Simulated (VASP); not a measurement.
Runs of VASP 6.6.1 on Fe. The structure is that of space group Im-3m (No. 229), or close to it. The cells are those of the table. 

| cell | gap on the mesh (eV) | pressure (GPa) | moment (μB) |
| --- | --- | --- | --- |
| a = 2.380 Å, angles 109.5°, 1 atom | none | 26.7 | 2.44 |
| a = 2.450 Å, angles 109.5°, 1 atom | none | (a) | 2.61 |
| a = 2.483 Å, angles 109.5°, 1 atom | none | -0.5 | 2.66 |
| a = 2.344 Å, angles 109.5°, 1 atom | none | 37.0 | 2.22 |
| a = 2.416 Å, angles 109.5°, 1 atom | none | (b) | 2.53 |

Alike in all rows: task single point; level r2SCAN; potentials or basis VASP PAW PBE potentials, release 64 (Fe); spin collinear, ferromagnetic start; k mesh 22 × 22 × 22; cutoff (eV) 520; smearing gaussian 0.05 eV.

**Question.** Fill in the values left out.

**Answer.** (a) 7.3; (b) 16.1.

Caveats: the PAW data sets were made with another functional, which shifts forces and pressure a little; the cell stands under pressure (at least some runs).

A gap of «none» marks levels without a gap at the run's occupations.
